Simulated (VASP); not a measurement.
# B3I (Pm-3m) in VASP: a series of runs

Runs on B3I. Level: PBE. Tasks: single point.

All numbers are computed with VASP 6.6.1; they aren't measurements. Logs are shortened: lines on timing, memory, paths and dates and some standing lists are left out, and cuts for length are marked.

## Step 1: The cell of the first run

It takes space group Pm-3m (No. 221, cubic). The conventional cell has a = 3.777 Å, b = 3.777 Å, c = 3.777 Å, α = 90.00°, β = 90.00°, γ = 90.00°. B (site symmetry 4/mmm) has 8 B at 2.67 Å and 4 I at 2.67 Å within 3.5 Å. I (site symmetry m-3m) has 12 B at 2.67 Å within 3.5 Å.

## Step 2: Single point, PBE

Input file INCAR:

```
PREC = Accurate ; ENCUT = 520
EDIFF = 1E-6 ; ISMEAR = 0
SIGMA = 0.1 ; LREAL = False
LASPH = True ; NELM = 100
ALGO = Normal ; ISIF = 2
LWAVE = False ; LCHARG = False
GGA = PE ; NBANDS = 16
```

Input file KPOINTS:

```
Automatic mesh
0
Gamma
  12 12 12
```

Input file POSCAR:

```
B3I
1.0
    3.7771604151      0.0000000000      0.0000000000
    0.0000000000      3.7771604151      0.0000000000
    0.0000000000      0.0000000000      3.7771604151
B I
3 1
Direct
    0.0000000000      0.5000000000      0.5000000000
    0.5000000000      0.0000000000      0.5000000000
    0.5000000000      0.5000000000      0.0000000000
    0.0000000000      0.0000000000      0.0000000000
```

Potentials or basis: VASP PAW PBE potentials, release 64 (B, I).

Run with:

```bash
cat potpaw_PBE.64/B/POTCAR potpaw_PBE.64/I/POTCAR > POTCAR
mpirun -np 1 vasp_std > vasp.out
```

OUTCAR:

```text
PREC = Accurate
   ENCUT = 520
   EDIFF = 1E-6
   ISMEAR = 0
   LREAL = False
   LASPH = True
   NELM = 100
   ISIF = 2
   GGA = PE

 ion  position               nearest neighbor table
   1  0.000  0.500  0.500-   4 2.67   4 2.67   4 2.67   4 2.67
   2  0.500  0.000  0.500-   4 2.67   4 2.67   4 2.67   4 2.67
   3  0.500  0.500  0.000-   4 2.67   4 2.67   4 2.67   4 2.67
   4  0.000  0.000  0.000-   1 2.67   2 2.67   3 2.67   1 2.67   2 2.67   1 2.67   3 2.67   1 2.67
                             2 2.67   3 2.67   2 2.67   3 2.67

  LATTYP: Found a simple cubic cell.
 ALAT       =     3.7771604151

  Lattice vectors:

 A1 = (   3.7771604151,   0.0000000000,   0.0000000000)
 A2 = (   0.0000000000,   3.7771604151,   0.0000000000)
 A3 = (   0.0000000000,   0.0000000000,   3.7771604151)

Analysis of symmetry for initial positions (statically):
=====================================================================
 Subroutine PRICEL returns:
 Original cell was already a primitive cell.

 Routine SETGRP: Setting up the symmetry group for a
 simple cubic supercell.

 Subroutine GETGRP returns: Found 48 space group operations
 (whereof 48 operations were pure point group operations)
 out of a pool of 48 trial point group operations.

The static configuration has the point symmetry O_h .

Analysis of symmetry for dynamics (positions and initial velocities):
=====================================================================
 Subroutine PRICEL returns:
 Original cell was already a primitive cell.

 Routine SETGRP: Setting up the symmetry group for a
 simple cubic supercell.

 Subroutine GETGRP returns: Found 48 space group operations
 (whereof 48 operations were pure point group operations)
 out of a pool of 48 trial point group operations.

The dynamic configuration has the point symmetry O_h .

 Subroutine INISYM returns: Found 48 space group operations
 (whereof 48 operations are pure point group operations),
 and found     1 'primitive' translations

----------------------------------------------------------------------------------------

                                     Primitive cell

  volume of cell :      53.8885

  direct lattice vectors                    reciprocal lattice vectors
     3.777160415  0.000000000  0.000000000     0.264749148  0.000000000  0.000000000
     0.000000000  3.777160415  0.000000000     0.000000000  0.264749148  0.000000000
     0.000000000  0.000000000  3.777160415     0.000000000  0.000000000  0.264749148

  length of vectors
     3.777160415  3.777160415  3.777160415     0.264749148  0.264749148  0.264749148

  position of ions in fractional coordinates (direct lattice)
     0.000000000  0.500000000  0.500000000
     0.500000000  0.000000000  0.500000000
     0.500000000  0.500000000  0.000000000
     0.000000000  0.000000000  0.000000000

  ion indices of the primitive-cell ions
   primitive index   ion index
                 1           1
                 2           2
                 3           3
                 4           4

----------------------------------------------------------------------------------------

 KPOINTS: Automatic mesh

Automatic generation of k-mesh.
 Grid dimensions read from file:
 generate k-points for:   12   12   12

 Generating k-lattice:

  Cartesian coordinates                     Fractional coordinates (reciprocal lattice)
     0.022062429  0.000000000  0.000000000     0.083333333  0.000000000  0.000000000
     0.000000000  0.022062429  0.000000000     0.000000000  0.083333333  0.000000000
     0.000000000  0.000000000  0.022062429     0.000000000  0.000000000  0.083333333

  Length of vectors
     0.022062429  0.022062429  0.022062429

  Shift w.r.t. Gamma in fractional coordinates (k-lattice)
     0.000000000  0.000000000  0.000000000

 Subroutine IBZKPT returns following result:
 ===========================================

 Found     84 irreducible k-points:

 Following reciprocal coordinates:
            Coordinates               Weight
  0.000000  0.000000  0.000000      1.000000
  0.083333  0.000000  0.000000      6.000000
  0.166667  0.000000  0.000000      6.000000
  0.250000  0.000000  0.000000      6.000000
  0.333333  0.000000  0.000000      6.000000
  0.416667  0.000000  0.000000      6.000000
[... 16 lines left out ...]
  0.333333  0.333333  0.000000     12.000000
  0.416667  0.333333  0.000000     24.000000
 [... further k-points ...]
   k-points           NKPTS =     84   k-points in BZ     NKDIM =     84   number of bands    NBANDS=     16
   number of dos      NEDOS =    301   number of ions     NIONS =      4
   total plane-waves  NPLWV =  21952
   dimension x,y,z NGX =    28 NGY =   28 NGZ =   28
   dimension x,y,z NGXF=    56 NGYF=   56 NGZF=   56
   ions per type =               3   1
   NGX,Y,Z   is equivalent  to a cutoff of  12.32, 12.32, 12.32 a.u.
   NGXF,Y,Z  is equivalent  to a cutoff of  24.65, 24.65, 24.65 a.u.
 SYSTEM =  unknown system
   PREC   = accura    normal or accurate (medium, high low for compatibility)
   ISTART =      0    job   : 0-new  1-cont  2-samecut
   ICHARG =      2    charge: 1-file 2-atom 10-const
   ISPIN  =      1    spin polarized calculation?
   LNONCOLLINEAR =      F non collinear calculations
   LSORBIT =      F    spin-orbit coupling
   LASPH  =      T    aspherical Exc in radial PAW
   ENCUT  =  520.0 eV  38.22 Ry    6.18 a.u.   7.02  7.02  7.02*2*pi/ulx,y,z
   NELM   =    100;   NELMIN=  2; NELMDL= -5     # of ELM steps
   EDIFF  = 0.1E-05   stopping-criterion for ELM
   LREAL  =      F    real-space projection
   EDIFFG = 0.1E-04   stopping-criterion for IOM
   NSW    =      0    number of steps for IOM
   IBRION =     -1    ionic relax: 0-MD 1-quasi-New 2-CG
   NFREE  =      0    steps in history (QN), initial steepest desc. (CG)
   ISIF   =      2    stress and relaxation
   ISYM   =      2    0-nonsym 1-usesym 2-fastsym
   POTIM  = 0.5000    time-step for ionic-motion
   TEBEG  =    0.0;   TEEND  =   0.0 temperature during run
   PSTRESS=    0.0 pullay stress
   NELECT =      16.0000    total number of electrons
   NUPDOWN=      -1.0000    fix difference up-down
   EMIN   =  10.00;   EMAX   =-10.00  energy-range for DOS
   EFERMI =   0.00;   METHOD = LEGACY
   ISMEAR =     0;   SIGMA  =   0.10  broadening in eV -4-tet -1-fermi 0-gaus
   EFERMI_NEDOS =   21; number of points for ismear=-14 and -15
   IALGO  =     38    algorithm
   IMIX   =      4    mixing-type and parameters
     AMIX     =   0.40;   BMIX     =  1.00
     AMIX_MAG =   1.60;   BMIX_MAG =  1.00
  volume/ion in A,a.u.               =      13.47        90.91
  Fermi-wavevector in a.u.,A,eV,Ry     =   1.092151  2.063866 16.228948  1.192794
  Thomas-Fermi vector in A             =   2.228411
   LORBIT       =      0    0 simple, 1 ext, 2 COOP (PROOUT), +10 PAW based schemes
   GGA     = PE    functional components
   LHFCALC =     F    Hartree Fock is set to
   AEXX    =    0.0000 exact exchange contribution
   IVDW    =     0    specifies the selected vdW correction
   LEPSILON=     F    determine dielectric tensor
   LRPA    =     F    only Hartree local field effects (RPA)
 non-spin polarized calculation
 Gauss-broadening in eV      SIGMA  =   0.10
  energy-cutoff  :      520.00
  volume of cell :       53.89
 maximum number of plane-waves:      1472
   NGX = 15   NGY = 15   NGZ = 15

 number of electron      15.9999999 magnetization

 Free energy of the ion-electron system (eV)
  ---------------------------------------------------
  ext. energy  EPLUGINS =         0.00000000
  ---------------------------------------------------
  free energy    TOTEN  =       -10.55484515 eV

  energy without entropy =      -10.54457722  energy(sigma->0) =      -10.54971118

 E-fermi :   7.5585     XC(G=0): -10.9513

 val. band max:        7.5528859034   @ k =   0.3333   0.0833   0.0000
 cond. band min:       7.5727089108   @ k =   0.2500   0.2500   0.2500
 fundamental gap:      0.0198230074
 Fermi energy:         7.5584523301

 k-point     1 :       0.0000    0.0000    0.0000
  band No.  band energies     occupation
      1      -9.1176      2.00000
      2       1.1419      2.00000
      3       1.5866      2.00000
      4       1.5866      2.00000
      5       1.5866      2.00000
      6       4.2040      2.00000
[... 8 lines left out ...]
     15      14.9405      0.00000
     16      14.9405      0.00000

 k-point     2 :       0.0833    0.0000    0.0000
  band No.  band energies     occupation
      1      -9.0722      2.00000
      2       0.3482      2.00000
      3       1.6487      2.00000
      4       1.6487      2.00000
      5       2.0092      2.00000
      6       4.2511      2.00000
[... 8 lines left out ...]
     15      14.7623      0.00000
     16      14.8393      0.00000

 k-point     3 :       0.1667    0.0000    0.0000
  band No.  band energies     occupation
      1      -8.9413      2.00000
      2      -0.7336      2.00000
      3       1.8314      2.00000
      4       1.8314      2.00000
      5       2.3229      2.00000
      6       4.3909      2.00000
[... 8 lines left out ...]
     15      14.3304      0.00000
     16      14.5551      0.00000

 k-point     4 :       0.2500    0.0000    0.0000
  band No.  band energies     occupation
      1      -8.7433      2.00000
      2      -1.7462      2.00000
      3       2.1216      2.00000
      4       2.1216      2.00000
      5       2.5821      2.00000
      6       4.6172      2.00000
[... 8 lines left out ...]
     15      13.7441      0.00000
     16      14.1046      0.00000
[... 324 lines left out ...]
 k-point    22 :       0.5000    0.2500    0.0000
  band No.  band energies     occupation
      1      -7.8979      2.00000
      2      -2.8169      2.00000
      3      -0.2279      2.00000
      4       2.1730      2.00000
      5       3.5422      2.00000
      6       5.0936      2.00000
[... 8 lines left out ...]
     15      12.7823      0.00000
     16      13.2552      0.00000

 k-point    23 :       0.3333    0.3333    0.0000
  band No.  band energies     occupation
      1      -7.9428      2.00000
      2      -1.9629      2.00000
      3      -1.3080      2.00000
      4       2.1881      2.00000
      5       3.3841      2.00000
      6       4.9564      2.00000
[... 8 lines left out ...]
     15      11.5927      0.00000
     16      14.4827      0.00000

 k-point    24 :       0.4167    0.3333    0.0000
  band No.  band energies     occupation
      1      -7.7636      2.00000
      2      -2.2634      2.00000
      3      -1.2092      2.00000
      4       1.4853      2.00000
      5       3.7367      2.00000
      6       5.3324      2.00000
[... 8 lines left out ...]
     15      12.2108      0.00000
     16      14.0803      0.00000

 [... further k-points ...]
[... 5 lines left out ...]
  --------------------------------------------------------------------------------------
  -------------------------------------------------------------------------------------
  Total       -0.0443267     -0.0443267     -0.0443267     -0.0000000     -0.0000000      0.0000000
  in kB       -1.3178914     -1.3178914     -1.3178914     -0.0000000     -0.0000000      0.0000000
  external PRESSURE =      -1.3178914 kB  Pullay stress =       0.0000000 kB

 VOLUME and BASIS-vectors are now :
 -----------------------------------------------------------------------------
  energy-cutoff  :      520.00
  volume of cell :       53.89
      direct lattice vectors                 reciprocal lattice vectors
     3.777160415  0.000000000  0.000000000     0.264749148  0.000000000  0.000000000
     0.000000000  3.777160415  0.000000000     0.000000000  0.264749148  0.000000000
     0.000000000  0.000000000  3.777160415     0.000000000  0.000000000  0.264749148

 POSITION                                       TOTAL-FORCE (eV/Angst)
 -----------------------------------------------------------------------------------
      0.00000      1.88858      1.88858         0.000000      0.000000      0.000000
      1.88858      0.00000      1.88858         0.000000      0.000000      0.000000
      1.88858      1.88858      0.00000         0.000000      0.000000      0.000000
      0.00000      0.00000      0.00000         0.000000      0.000000      0.000000
 -----------------------------------------------------------------------------------
    total drift:                                0.000000      0.000000      0.000000

  FREE ENERGIE OF THE ION-ELECTRON SYSTEM (eV)
  ---------------------------------------------------
  free  energy   TOTEN  =       -10.5548451468 eV

  energy  without entropy=      -10.5445772187  energy(sigma->0) =      -10.54971118
```

Wall time 43 s (1 thread of AMD EPYC 7R43 (Zen 3), shared host); peak memory 0.16 GiB.

Results:

- Free energy: -10.5548 eV
- Pressure: -0.1 GPa
- Band gap on the k mesh: zero (band 8 reaches 9.58 eV, above the bottom of band 9 at 6.64 eV)

Levels at points of the mesh, in eV from the Fermi level:
```csv
k point,band 6,band 7,band 8,band 9,band 10,band 11
"(0.00, 0.00, 0.00)",-3.35,-3.35,2.02,2.02,2.02,2.13
"(0.50, 0.00, 0.00)",-2.16,-1.79,-1.79,-0.91,-0.73,3.75
"(0.50, 0.50, 0.00)",-1.19,-0.43,-0.43,-0.12,-0.12,1.00
"(0.50, 0.50, 0.50)",-5.83,-5.83,-4.56,5.33,5.33,5.33
```

Caveat: spin-orbit coupling is left out, which moves the levels of the heavy elements.

## Step 3: Single point, PBE

Input file INCAR:

```
SYSTEM = B3I
PREC = Accurate ; ENCUT = 520
EDIFF = 1E-6 ; ISMEAR = 0
SIGMA = 0.1 ; LREAL = .FALSE.
LASPH = .TRUE. ; NELM = 100
ALGO = Normal ; ISIF = 2
LWAVE = .FALSE. ; LCHARG = .FALSE.
GGA = PE ; NBANDS = 16
```

Input file KPOINTS:

```
Automatic mesh
0
G
  12 12 12
  0 0 0
```

POSCAR is that of step 2.

Potentials or basis: VASP PAW PBE potentials, release 64 (B, I).

Run with:

```bash
cat potpaw_PBE.64/B/POTCAR potpaw_PBE.64/I/POTCAR > POTCAR
mpirun -np 1 vasp_std > vasp.out
```

Wall time 49 s (1 thread of AMD EPYC 7R43 (Zen 3), shared host); peak memory 0.17 GiB.

It converged, with:

```yaml
Free_energy: -10.5548 eV
Pressure: -0.1 GPa
Band_gap_on_the_k_mesh: zero (band 8 reaches 9.58 eV, above the bottom of band 9 at 6.64 eV)
```

Levels at points of the mesh, in eV from the Fermi level:
| k point | band 4 | band 5 | band 6 | band 7 | band 8 | band 9 | band 10 | band 11 | band 12 | band 13 |
| --- | --- | --- | --- | --- | --- | --- | --- | --- | --- | --- |
| (0.00, 0.00, 0.00) | -5.97 | -5.97 | -3.35 | -3.35 | 2.02 | 2.02 | 2.02 | 2.13 | 2.13 | 2.13 |
| (0.50, 0.00, 0.00) | -4.55 | -4.42 | -2.16 | -1.79 | -1.79 | -0.91 | -0.73 | 3.75 | 3.75 | 3.88 |
| (0.50, 0.50, 0.00) | -7.47 | -3.16 | -1.19 | -0.43 | -0.43 | -0.12 | -0.12 | 1.00 | 1.05 | 5.12 |
| (0.50, 0.50, 0.50) | -7.90 | -5.83 | -5.83 | -5.83 | -4.56 | 5.33 | 5.33 | 5.33 | 5.88 | 5.88 |

Caveat: spin-orbit coupling is left out, which moves the levels of the heavy elements.
